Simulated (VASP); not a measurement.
# AgI (F-43m) in VASP: a series of runs, part 3 of 3

VASP 6.6.1. Earlier steps stand in the parts before.

### 4 Electric field gradients, r2SCAN (volume scaled by 1.04)

POSCAR

```
AgI
1.0
    0.0000000000      3.3252862019      3.3252862019
    3.3252862019      0.0000000000      3.3252862019
    3.3252862019      3.3252862019      0.0000000000
Ag I
1 1
Direct
    0.0000000000      0.0000000000      0.0000000000
    0.2500000000      0.2500000000      0.2500000000
```

INCAR.step1

```
PREC     = Accurate       # precision mode
ENCUT    = 440            # plane-wave cutoff, eV
ISMEAR   = -1             # smearing method
SIGMA    = 0.02           # smearing width, eV
LREAL    = F              # projectors in reciprocal space
LASPH    = T              # aspherical terms in the spheres
NELM     = 120            # most SCF steps
NBANDS   = 16             # bands
GGA      = PE             # functional
ALGO     = Normal         # electronic algorithm
EDIFF    = 1E-5           # SCF threshold, eV
LWAVE    = T              # write WAVECAR
LCHARG   = F              # write CHGCAR
GGA_COMPAT= F
```

INCAR.step2

```
PREC     = Accurate       # precision mode
ENCUT    = 440            # plane-wave cutoff, eV
EDIFF    = 1E-8           # SCF threshold, eV
ISMEAR   = -1             # smearing method
SIGMA    = 0.02           # smearing width, eV
LREAL    = F              # projectors in reciprocal space
LASPH    = T              # aspherical terms in the spheres
NELM     = 120            # most SCF steps
ALGO     = Normal         # electronic algorithm
ISIF     = 2              # what is computed and relaxed
LWAVE    = F              # write WAVECAR
LCHARG   = F              # write CHGCAR
METAGGA  = R2SCAN         # meta-GGA
LMIXTAU  = T            
LEFG     = T            
NBANDS   = 16             # bands
ISTART   = 1            
GGA_COMPAT= F
```

KPOINTS

```
regular mesh
0
Gamma
  6 6 6
```

Potentials or basis: VASP PAW PBE potentials, release 64 (Ag, I).

The run is started by

```sh
> cat potpaw_PBE.64/Ag/POTCAR potpaw_PBE.64/I/POTCAR > POTCAR
> cp INCAR.step1 INCAR
> mpirun -np 1 vasp_std > vasp.out
> cp INCAR.step2 INCAR
> mpirun -np 1 vasp_std > vasp.out
```

OUTCAR:

```text
PREC = Accurate
   ENCUT = 440
   EDIFF = 1E-8
   ISMEAR = -1
   LREAL = F
   LASPH = T
   NELM = 120
   ISIF = 2
   METAGGA = R2SCAN
   ISTART = 1

 ion  position               nearest neighbor table
   1  0.000  0.000  0.000-   2 2.88   2 2.88   2 2.88   2 2.88
   2  0.250  0.250  0.250-   1 2.88   1 2.88   1 2.88   1 2.88

  LATTYP: Found a face centered cubic cell.
 ALAT       =     6.6505724038

  Lattice vectors:

 A1 = (   0.0000000000,   3.3252862019,   3.3252862019)
 A2 = (   3.3252862019,   0.0000000000,   3.3252862019)
 A3 = (   3.3252862019,   3.3252862019,   0.0000000000)

Analysis of symmetry for initial positions (statically):
=====================================================================
 Subroutine PRICEL returns:
 Original cell was already a primitive cell.

 Routine SETGRP: Setting up the symmetry group for a
 face centered cubic supercell.

 Subroutine GETGRP returns: Found 24 space group operations
 (whereof 24 operations were pure point group operations)
 out of a pool of 48 trial point group operations.

The static configuration has the point symmetry T_d .

Analysis of symmetry for dynamics (positions and initial velocities):
=====================================================================
 Subroutine PRICEL returns:
 Original cell was already a primitive cell.

 Routine SETGRP: Setting up the symmetry group for a
 face centered cubic supercell.

 Subroutine GETGRP returns: Found 24 space group operations
 (whereof 24 operations were pure point group operations)
 out of a pool of 48 trial point group operations.

The dynamic configuration has the point symmetry T_d .

 Subroutine INISYM returns: Found 24 space group operations
 (whereof 24 operations are pure point group operations),
 and found     1 'primitive' translations

----------------------------------------------------------------------------------------

                                     Primitive cell

  volume of cell :      73.5389

  direct lattice vectors                    reciprocal lattice vectors
     0.000000000  3.325286202  3.325286202    -0.150362997  0.150362997  0.150362997
     3.325286202  0.000000000  3.325286202     0.150362997 -0.150362997  0.150362997
     3.325286202  3.325286202  0.000000000     0.150362997  0.150362997 -0.150362997

  length of vectors
     4.702664845  4.702664845  4.702664845     0.260436351  0.260436351  0.260436351

  position of ions in fractional coordinates (direct lattice)
     0.000000000  0.000000000  0.000000000
     0.250000000  0.250000000  0.250000000

  ion indices of the primitive-cell ions
   primitive index   ion index
                 1           1
                 2           2

----------------------------------------------------------------------------------------

 KPOINTS: regular mesh

Automatic generation of k-mesh.
[... 61 lines left out ...]
   IBRION =     -1    ionic relax: 0-MD 1-quasi-New 2-CG
   NFREE  =      0    steps in history (QN), initial steepest desc. (CG)
   ISIF   =      2    stress and relaxation
   ISYM   =      2    0-nonsym 1-usesym 2-fastsym
   POTIM  = 0.5000    time-step for ionic-motion
   TEBEG  =    0.0;   TEEND  =   0.0 temperature during run
   PSTRESS=    0.0 pullay stress
   NELECT =      18.0000    total number of electrons
   NUPDOWN=      -1.0000    fix difference up-down
   EMIN   =  10.00;   EMAX   =-10.00  energy-range for DOS
   EFERMI =   0.00;   METHOD = LEGACY
   ISMEAR =    -1;   SIGMA  =   0.02  broadening in eV -4-tet -1-fermi 0-gaus
   EFERMI_NEDOS =   21; number of points for ismear=-14 and -15
   IALGO  =     38    algorithm
   IMIX   =      4    mixing-type and parameters
     AMIX     =   0.40;   BMIX     =  1.00
     AMIX_MAG =   1.60;   BMIX_MAG =  1.00
  volume/ion in A,a.u.               =      36.77       248.13
  Fermi-wavevector in a.u.,A,eV,Ry     =   1.024063  1.935198 14.268496  1.048705
  Thomas-Fermi vector in A             =   2.157830
   LORBIT       =      0    0 simple, 1 ext, 2 COOP (PROOUT), +10 PAW based schemes
   METAGGA = R2SCAN    functional components
   LHFCALC =     F    Hartree Fock is set to
   AEXX    =    0.0000 exact exchange contribution
   IVDW    =     0    specifies the selected vdW correction
   LEPSILON=     F    determine dielectric tensor
   LRPA    =     F    only Hartree local field effects (RPA)
 non-spin polarized calculation
  energy-cutoff  :      440.00
  volume of cell :       73.54
 maximum number of plane-waves:      1572
   NGX = 17   NGY = 17   NGZ = 17

 number of electron      17.9999992 magnetization

 Free energy of the ion-electron system (eV)
  ---------------------------------------------------
  ext. energy  EPLUGINS =         0.00000000
  ---------------------------------------------------
  free energy    TOTEN  =       -46.51632808 eV

  energy without entropy =      -46.51632808  energy(sigma->0) =      -46.51632808

 E-fermi :   2.5826     XC(G=0):  -8.6005

 val. band max:        2.1002005628   @ k =   0.0000   0.0000   0.0000
 cond. band min:       3.8931718776   @ k =   0.0000   0.0000   0.0000
 fundamental gap:      1.7929713148
 Fermi energy:         2.5826460657

 k-point     1 :       0.0000    0.0000    0.0000
  band No.  band energies     occupation
      1     -10.7137      2.00000
      2      -1.8092      2.00000
      3      -1.8092      2.00000
      4      -1.8092      2.00000
      5      -0.7021      2.00000
      6      -0.7021      2.00000
[... 281 lines left out ...]
      3      -1.4148      2.00000
      4      -1.3359      2.00000
      5      -0.7078      2.00000
      6      -0.4914      2.00000
[... 8 lines left out ...]
     15      14.0287      0.00000
     16      14.2056      0.00000

------------------------ aborting loop because EDIFF is reached ----------------------------------------

  FORCE on cell =-STRESS in cart. coord.  units (eV):
  Direction    XX          YY          ZZ          XY          YZ          ZX
  --------------------------------------------------------------------------------------
  -------------------------------------------------------------------------------------
  Total       -0.4456253     -0.4456253     -0.4456253     -0.0000000     -0.0000000      0.0000000
  in kB       -9.7087509     -9.7087509     -9.7087509     -0.0000000     -0.0000000      0.0000000
  external PRESSURE =      -9.7087509 kB  Pullay stress =       0.0000000 kB

 VOLUME and BASIS-vectors are now :
 -----------------------------------------------------------------------------
  energy-cutoff  :      440.00
  volume of cell :       73.54
      direct lattice vectors                 reciprocal lattice vectors
     0.000000000  3.325286202  3.325286202    -0.150362997  0.150362997  0.150362997
     3.325286202  0.000000000  3.325286202     0.150362997 -0.150362997  0.150362997
     3.325286202  3.325286202  0.000000000     0.150362997  0.150362997 -0.150362997

 POSITION                                       TOTAL-FORCE (eV/Angst)
 -----------------------------------------------------------------------------------
      0.00000      0.00000      0.00000        -0.000000     -0.000000     -0.000000
      1.66264      1.66264      1.66264         0.000000      0.000000      0.000000
 -----------------------------------------------------------------------------------
    total drift:                                0.000000      0.000000      0.000000

  FREE ENERGIE OF THE ION-ELECTRON SYSTEM (eV)
  ---------------------------------------------------
  free  energy   TOTEN  =       -46.5163280822 eV

  energy  without entropy=      -46.5163280822  energy(sigma->0) =      -46.51632808

 Electric field gradients (V/A^2)
---------------------------------------------------------------------
 ion       V_xx      V_yy      V_zz      V_xy      V_xz      V_yz
---------------------------------------------------------------------
   1      -0.000    -0.000    -0.000    -0.001    -0.001    -0.001
   2       0.000    -0.000    -0.000    -0.000    -0.000    -0.000
---------------------------------------------------------------------

 Electric field gradients after diagonalization (V/A^2)
 (convention: |V_zz| > |V_xx| > |V_yy|)
----------------------------------------------------------------------
 ion       V_xx      V_yy      V_zz     asymmetry (V_yy - V_xx)/ V_zz
----------------------------------------------------------------------
   1       0.001     0.001    -0.002       0.000
   2       0.000     0.000    -0.000       0.000
----------------------------------------------------------------------

           NMR quadrupolar parameters

 Cq : quadrupolar parameter    Cq=e*Q*V_zz/h
 eta: asymmetry parameters     (V_yy - V_xx)/ V_zz
 Q  : nuclear electric quadrupole moment in mb (millibarn)
----------------------------------------------------------------------
 ion       Cq(MHz)       eta       Q (mb)
----------------------------------------------------------------------
   1      -0.000       0.000       1.000
   2      -0.000       0.000       1.000
----------------------------------------------------------------------
```

It took 2.2 min on 1 thread of Intel Xeon 8259CL, shared host; peak memory 0.19 GiB.

What came out:

```yaml
Free_energy: -46.5163 eV
Pressure: -1.0 GPa
Band_gap_on_the_k_mesh: 1.79 eV, direct
```

Caveat: without QUAD_EFG the Cq values of the log hold for a quadrupole moment of 1 mb, not for the nuclei; the PAW data sets were made with another functional, which shifts forces and pressure a little; spin-orbit coupling is left out, which moves the levels of the heavy elements.

### 5 Overview

| cell | gap on the mesh (eV) | pressure (GPa) |
| --- | --- | --- |
| a = 4.579 Å, angles 60.0°, 2 atoms | 1.79 | 1.4 |
| a = 4.642 Å, angles 60.0°, 2 atoms | 1.79 | 0.1 |
| a = 4.703 Å, angles 60.0°, 2 atoms | 1.79 | -1.0 |

Alike in all rows: task electric field gradients; level r2SCAN; potentials or basis VASP PAW PBE potentials, release 64 (Ag, I); no spin polarisation; k mesh 6 × 6 × 6; cutoff (eV) 440; smearing fermi-dirac 0.02 eV.

Caveats: the PAW data sets were made with another functional, which shifts forces and pressure a little; spin-orbit coupling is left out, which moves the levels of the heavy elements.

Total energies depend on the potentials used, so only differences within one code and one set of settings carry meaning.
